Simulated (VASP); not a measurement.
# Sr2Ti2O5 (Cmmm) in VASP: single point with PBEsol

Aim: the single point of Sr2Ti2O5 with PBEsol.

Everything below comes from runs of VASP 6.6.1. Logs are shortened: lines on timing, memory, paths and dates and some standing lists are left out, and cuts for length are marked.

## 1. The cell of the first run

It takes space group Cmmm (No. 65, orthorhombic). The conventional cell has a = 7.815 Å, b = 7.951 Å, c = 3.940 Å, α = 90.00°, β = 90.00°, γ = 90.00°. Sr (site symmetry m2m) has 10 O at 2.68 to 2.91 Å and 8 Ti at 3.40 to 3.43 Å within 3.5 Å. Ti (site symmetry 2mm) has 5 O at 1.95 to 1.99 Å within 2.6 Å. O (site symmetry 2/m) has 2 Ti at 1.99 Å within 2.6 Å. O (site symmetry 2mm) has 2 Ti at 1.98 Å within 2.6 Å. O (site symmetry mmm) has 2 Ti at 1.95 Å within 2.6 Å.

## 2. Single point, PBEsol, collinear spin, ferromagnetic start

The input, INCAR:

```
SYSTEM = Sr2Ti2O5
PREC     = Accurate       ! precision mode
ENCUT    = 520            ! plane-wave cutoff, eV
EDIFF    = 1E-7           ! SCF threshold, eV
ISMEAR   = 0              ! smearing method
SIGMA    = 0.1            ! smearing width, eV
LREAL    = .False.        ! projectors in reciprocal space
LASPH    = .True.         ! aspherical terms in the spheres
NELM     = 150            ! most SCF steps
ALGO     = Normal         ! electronic algorithm
ISIF     = 2              ! what is computed and relaxed
LWAVE    = .False.        ! write WAVECAR
LCHARG   = .False.        ! write CHGCAR
ISPIN    = 2              ! spin polarisation
MAGMOM   = 0 0 1 1 0 0 0 0 0 ! initial moments
LORBIT   = 11             ! projections on sites
LMAXMIX  = 4              ! l up to which the mixer works
GGA      = PS             ! functional
NBANDS   = 51             ! bands
```

The input, KPOINTS:

```
regular mesh
0
Gamma
  4 4 4
  0 0 0
```

The input, POSCAR:

```
Sr2Ti2O5
1.0
    3.9077300000     -3.9753370000      0.0000000000
    3.9077300000      3.9753370000      0.0000000000
    0.0000000000      0.0000000000      3.9400370000
Sr Ti O
2 2 5
Direct
    0.7535040000      0.2464960000      0.0000000000
    0.2464960000      0.7535040000      0.0000000000
    0.7503990000      0.7503990000      0.5000000000
    0.2496010000      0.2496010000      0.5000000000
    0.0000000000      0.5000000000      0.5000000000
    0.5000000000      0.0000000000      0.5000000000
    0.7251970000      0.7251970000      0.0000000000
    0.2748030000      0.2748030000      0.0000000000
    0.0000000000      0.0000000000      0.5000000000
```

Potentials or basis: VASP PAW PBE potentials, release 64 (Sr_sv, Ti_sv, O).

The run is started by

```console
cat potpaw_PBE.64/Sr_sv/POTCAR potpaw_PBE.64/Ti_sv/POTCAR potpaw_PBE.64/O/POTCAR > POTCAR
mpirun -np 1 vasp_std > vasp.out
```

OUTCAR:

```text
SYSTEM = Sr2Ti2O5
   PREC = Accurate
   ENCUT = 520
   EDIFF = 1E-7
   ISMEAR = 0
   LREAL = .False.
   LASPH = .True.
   NELM = 150
   ISIF = 2
   ISPIN = 2
   LORBIT = 11
   GGA = PS

 ion  position               nearest neighbor table
   1  0.754  0.246  0.000-   7 2.68   8 2.68   5 2.77   6 2.77   5 2.77   6 2.77   9 2.78   9 2.78
                             8 2.91   7 2.91   4 3.40   3 3.40   3 3.40   4 3.40   3 3.43   3 3.43
   2  0.246  0.754  0.000-   7 2.68   8 2.68   5 2.77   6 2.77   5 2.77   6 2.77   9 2.78   9 2.78
                             8 2.91   7 2.91   4 3.40   3 3.40   3 3.40   4 3.40   3 3.43   4 3.43
   3  0.750  0.750  0.500-   9 1.95   7 1.98   7 1.98   6 1.99   5 1.99   2 3.40   1 3.40   2 3.40
                             1 3.40   1 3.43   1 3.43   2 3.43   2 3.43
   4  0.250  0.250  0.500-   9 1.95   8 1.98   8 1.98   6 1.99   5 1.99   2 3.40   1 3.40   2 3.40
                             1 3.40   1 3.43   2 3.43   2 3.43   1 3.43
   5  0.000  0.500  0.500-   3 1.99   4 1.99   1 2.77   2 2.77   1 2.77   2 2.77
   6  0.500  0.000  0.500-   3 1.99   4 1.99   1 2.77   2 2.77   1 2.77   2 2.77
   7  0.725  0.725  0.000-   3 1.98   3 1.98   1 2.68   2 2.68   2 2.91   1 2.91
   8  0.275  0.275  0.000-   4 1.98   4 1.98   1 2.68   2 2.68   2 2.91   1 2.91
   9  0.000  0.000  0.500-   3 1.95   4 1.95   1 2.78   2 2.78   1 2.78   2 2.78

  LATTYP: Found a base centered orthorhombic cell.
 ALAT       =     7.8154600000
 B/A-ratio  =     1.0173008371
 C/A-ratio  =     0.5041337298

  Lattice vectors:

 A1 = (   3.9077300000,  -3.9753370000,   0.0000000000)
 A2 = (   3.9077300000,   3.9753370000,   0.0000000000)
 A3 = (   0.0000000000,   0.0000000000,   3.9400370000)

Analysis of symmetry for initial positions (statically):
=====================================================================
 Subroutine PRICEL returns:
 Original cell was already a primitive cell.

 Routine SETGRP: Setting up the symmetry group for a
 base centered orthorhombic supercell.

 Subroutine GETGRP returns: Found  8 space group operations
 (whereof  8 operations were pure point group operations)
 out of a pool of  8 trial point group operations.

The static configuration has the point symmetry D_2h.

Analysis of symmetry for dynamics (positions and initial velocities):
=====================================================================
 Subroutine PRICEL returns:
 Original cell was already a primitive cell.

 Routine SETGRP: Setting up the symmetry group for a
 base centered orthorhombic supercell.

 Subroutine GETGRP returns: Found  8 space group operations
 (whereof  8 operations were pure point group operations)
 out of a pool of  8 trial point group operations.

The dynamic configuration has the point symmetry D_2h.

Analysis of structural, dynamic, and magnetic symmetry:
=====================================================================
 Subroutine PRICEL returns:
 Original cell was already a primitive cell.

 Routine SETGRP: Setting up the symmetry group for a
 base centered orthorhombic supercell.

 Subroutine GETGRP returns: Found  8 space group operations
 (whereof  8 operations were pure point group operations)
 out of a pool of  8 trial point group operations.

The overall configuration has the point symmetry D_2h.

 Subroutine INISYM returns: Found  8 space group operations
 (whereof  8 operations are pure point group operations),
 and found     1 'primitive' translations

----------------------------------------------------------------------------------------

                                     Primitive cell

  volume of cell :     122.4134

  direct lattice vectors                    reciprocal lattice vectors
     3.907730000 -3.975337000  0.000000000     0.127951522 -0.125775500  0.000000000
     3.907730000  3.975337000  0.000000000     0.127951522  0.125775500  0.000000000
     0.000000000  0.000000000  3.940037000     0.000000000  0.000000000  0.253804723

  length of vectors
     5.574375123  5.574375123  3.940037000     0.179418696  0.179418696  0.253804723

  position of ions in fractional coordinates (direct lattice)
     0.753504000  0.246496000  0.000000000
     0.246496000  0.753504000  0.000000000
     0.750399000  0.750399000  0.500000000
     0.249601000  0.249601000  0.500000000
     1.000000000  0.500000000  0.500000000
     0.500000000  1.000000000  0.500000000
     0.725197000  0.725197000  0.000000000
[... 76 lines left out ...]
   ISPIN  =      2    spin polarized calculation?
   LNONCOLLINEAR =      F non collinear calculations
   LSORBIT =      F    spin-orbit coupling
   LASPH  =      T    aspherical Exc in radial PAW
   ENCUT  =  520.0 eV  38.22 Ry    6.18 a.u.  10.36 10.36  7.33*2*pi/ulx,y,z
   NELM   =    150;   NELMIN=  2; NELMDL= -5     # of ELM steps
   EDIFF  = 0.1E-06   stopping-criterion for ELM
   LREAL  =      F    real-space projection
   EDIFFG = 0.1E-05   stopping-criterion for IOM
   NSW    =      0    number of steps for IOM
   IBRION =     -1    ionic relax: 0-MD 1-quasi-New 2-CG
   NFREE  =      0    steps in history (QN), initial steepest desc. (CG)
   ISIF   =      2    stress and relaxation
   ISYM   =      2    0-nonsym 1-usesym 2-fastsym
   POTIM  = 0.5000    time-step for ionic-motion
   TEBEG  =    0.0;   TEEND  =   0.0 temperature during run
   PSTRESS=    0.0 pullay stress
   NELECT =      74.0000    total number of electrons
   NUPDOWN=      -1.0000    fix difference up-down
   EMIN   =  10.00;   EMAX   =-10.00  energy-range for DOS
   EFERMI =   0.00;   METHOD = LEGACY
   ISMEAR =     0;   SIGMA  =   0.10  broadening in eV -4-tet -1-fermi 0-gaus
   EFERMI_NEDOS =   21; number of points for ismear=-14 and -15
   IALGO  =     38    algorithm
   IMIX   =      4    mixing-type and parameters
     AMIX     =   0.40;   BMIX     =  1.00
     AMIX_MAG =   1.60;   BMIX_MAG =  1.00
  volume/ion in A,a.u.               =      13.60        91.79
  Fermi-wavevector in a.u.,A,eV,Ry     =   1.384233  2.615821 26.070130  1.916100
  Thomas-Fermi vector in A             =   2.508756
   LORBIT       =     11    0 simple, 1 ext, 2 COOP (PROOUT), +10 PAW based schemes
   GGA     = PS    functional components
   LHFCALC =     F    Hartree Fock is set to
   AEXX    =    0.0000 exact exchange contribution
   IVDW    =     0    specifies the selected vdW correction
   LEPSILON=     F    determine dielectric tensor
   LRPA    =     F    only Hartree local field effects (RPA)
 spin polarized calculation
 Gauss-broadening in eV      SIGMA  =   0.10
  energy-cutoff  :      520.00
  volume of cell :      122.41
 maximum number of plane-waves:      3317
 NGX is ok and might be reduce to    42
   NGX = 21   NGY = 21   NGZ = 15

 number of electron      73.9999971 magnetization       0.0064092

 number of electron      73.9999971 magnetization      -0.0004350

 Free energy of the ion-electron system (eV)
  ---------------------------------------------------
  ext. energy  EPLUGINS =         0.00000000
  ---------------------------------------------------
  free energy    TOTEN  =       -73.04130105 eV

  energy without entropy =      -73.01396975  energy(sigma->0) =      -73.02763540

 E-fermi :   5.9225     XC(G=0): -11.0368

 val. band max:        5.9140260162   @ k =   0.5000   0.0000   0.0000
 cond. band min:       5.9242035723   @ k =   0.2500   0.0000   0.0000
 fundamental gap:      0.0101775561
 Fermi energy:         5.9225152489

 spin component 1

 k-point     1 :       0.0000    0.0000    0.0000
  band No.  band energies     occupation
      1     -52.1717      1.00000
      2     -52.1693      1.00000
      3     -29.3491      1.00000
      4     -29.3107      1.00000
      5     -28.6706      1.00000
      6     -28.6083      1.00000
[... 1081 lines left out ...]
     48      10.9692      0.00000
     49      11.1496      0.00000
 Fermi energy:         5.9225152489

 spin component 2

 k-point     1 :       0.0000    0.0000    0.0000
  band No.  band energies     occupation
      1     -52.1717      1.00000
      2     -52.1692      1.00000
      3     -29.3491      1.00000
      4     -29.3107      1.00000
      5     -28.6706      1.00000
      6     -28.6082      1.00000
[... 1081 lines left out ...]
     48      10.9689      0.00000
     49      11.1496      0.00000
 [bands above 49 left out]

------------------------ aborting loop because EDIFF is reached ----------------------------------------

  FORCE on cell =-STRESS in cart. coord.  units (eV):
  Direction    XX          YY          ZZ          XY          YZ          ZX
  --------------------------------------------------------------------------------------
  -------------------------------------------------------------------------------------
  Total       -4.1084268     -5.0100007     -5.2418954      0.0000000      0.0000000      0.0000000
  in kB      -53.7721431    -65.5721728    -68.6072692      0.0000000      0.0000000      0.0000000
  external PRESSURE =     -62.6505284 kB  Pullay stress =       0.0000000 kB

 VOLUME and BASIS-vectors are now :
 -----------------------------------------------------------------------------
  energy-cutoff  :      520.00
  volume of cell :      122.41
      direct lattice vectors                 reciprocal lattice vectors
     3.907730000 -3.975337000  0.000000000     0.127951522 -0.125775500  0.000000000
     3.907730000  3.975337000  0.000000000     0.127951522  0.125775500  0.000000000
     0.000000000  0.000000000  3.940037000     0.000000000  0.000000000  0.253804723

 POSITION                                       TOTAL-FORCE (eV/Angst)
 -----------------------------------------------------------------------------------
      3.90773     -2.01553      0.00000        -0.000000     -0.048073      0.000000
      3.90773      2.01553      0.00000        -0.000000      0.048073      0.000000
      5.86471      0.00000      1.97002         0.309931     -0.000000     -0.000000
      1.95075      0.00000      1.97002        -0.309931     -0.000000      0.000000
      1.95386      1.98767      1.97002        -0.000000     -0.000000      0.000000
      1.95386     -1.98767      1.97002        -0.000000     -0.000000      0.000000
      5.66775      0.00000      0.00000        -0.069682     -0.000000      0.000000
      2.14771      0.00000      0.00000         0.069682     -0.000000      0.000000
      0.00000      0.00000      1.97002        -0.000000     -0.000000      0.000000
 -----------------------------------------------------------------------------------
    total drift:                                0.000000      0.000000     -0.000000

  FREE ENERGIE OF THE ION-ELECTRON SYSTEM (eV)
  ---------------------------------------------------
  free  energy   TOTEN  =       -73.0413010458 eV

  energy  without entropy=      -73.0139697515  energy(sigma->0) =      -73.02763540

 total charge

# of ion       s       p       d       tot
------------------------------------------
    1        1.999   5.754   0.215   7.969
    2        1.999   5.754   0.215   7.969
    3        2.209   6.250   1.818  10.278
    4        2.209   6.250   1.818  10.278
    5        1.557   3.442   0.000   4.999
    6        1.557   3.442   0.000   4.999
    7        1.556   3.442   0.000   4.998
    8        1.556   3.442   0.000   4.998
    9        1.563   3.448   0.000   5.011
--------------------------------------------------
tot         16.206  41.226   4.066  61.498

 magnetization (x)

# of ion       s       p       d       tot
------------------------------------------
    1       -0.000  -0.000  -0.000  -0.000
    2       -0.000  -0.000  -0.000  -0.000
    3       -0.000  -0.000   0.000   0.000
    4       -0.000  -0.000   0.000   0.000
    5       -0.000  -0.000   0.000  -0.000
    6       -0.000  -0.000   0.000  -0.000
    7       -0.000  -0.000   0.000  -0.000
    8       -0.000  -0.000   0.000  -0.000
    9       -0.000  -0.000   0.000  -0.000
--------------------------------------------------
tot         -0.000  -0.000   0.000  -0.000
```

Wall time 5.6 min (1 thread of Intel Xeon 6975P-C (Granite Rapids), shared host); peak memory 0.39 GiB.

Results:

```yaml
Free_energy: -73.0413 eV
Pressure: -6.3 GPa
Largest_force: 0.310 eV/Å
Band_gap_on_the_k_mesh: zero (filled and empty bands overlap)
Net_moment: 0.00 μB per cell
Valence_electrons_inside_the_program's_atomic_spheres: Sr 7.97; Ti 10.28; O 5.00, 5.01
```

Forces in eV/Å, atoms in the order of the input:
```
Sr   0.000 -0.048  0.000
Sr   0.000  0.048  0.000
Ti   0.310  0.000  0.000
Ti  -0.310  0.000  0.000
O    0.000  0.000  0.000
O    0.000  0.000  0.000
O   -0.070  0.000  0.000
O    0.070  0.000  0.000
O    0.000  0.000  0.000
```

Stress tensor (GPa, compression positive):
```
-5.38  0.00  0.00
 0.00 -6.56  0.00
 0.00  0.00 -6.86
```

Levels at points of the mesh, in eV from the Fermi level:
Spin up:
```csv
k point,band 35,band 36,band 37,band 38,band 39,band 40
"(0.00, 0.00, 0.00)",-3.28,-2.90,-0.53,-0.29,-0.19,0.03
"(0.50, 0.00, 0.00)",-3.89,-3.43,-0.01,0.47,0.56,0.70
"(0.50, 0.50, 0.00)",-3.42,-3.29,-0.10,0.21,0.24,0.26
"(0.00, 0.00, 0.50)",-3.03,-2.63,-0.90,-0.02,1.42,1.48
"(0.50, 0.00, 0.50)",-3.28,-3.21,0.04,0.49,1.37,1.49
"(0.50, 0.50, 0.50)",-3.60,-2.72,-0.34,0.48,1.49,1.52
```
Spin down:
```
           k point  band 33  band 34  band 35  band 36  band 37  band 38  band 39  band 40  band 41  band 42
(0.00, 0.00, 0.00)    -3.75    -3.37    -3.28    -2.90    -0.53    -0.29    -0.19     0.03     1.05     1.52
(0.50, 0.00, 0.00)    -4.02    -3.96    -3.89    -3.43    -0.01     0.47     0.56     0.70     0.72     1.21
(0.50, 0.50, 0.00)    -4.54    -4.39    -3.42    -3.29    -0.10     0.21     0.24     0.26     1.00     1.50
(0.00, 0.00, 0.50)    -4.37    -3.94    -3.03    -2.63    -0.90    -0.02     1.42     1.48     1.75     1.88
(0.50, 0.00, 0.50)    -3.74    -3.53    -3.28    -3.21     0.04     0.49     1.37     1.49     1.69     1.75
(0.50, 0.50, 0.50)    -4.26    -4.05    -3.60    -2.72    -0.35     0.48     1.49     1.52     1.55     1.82
```

Caveat: the k points lie up to 0.40 Å⁻¹ apart; the PAW data sets were made with another functional, which shifts forces and pressure a little; semilocal functionals often make such compounds metallic where correlation or magnetic order opens a gap, which also shifts bond lengths.
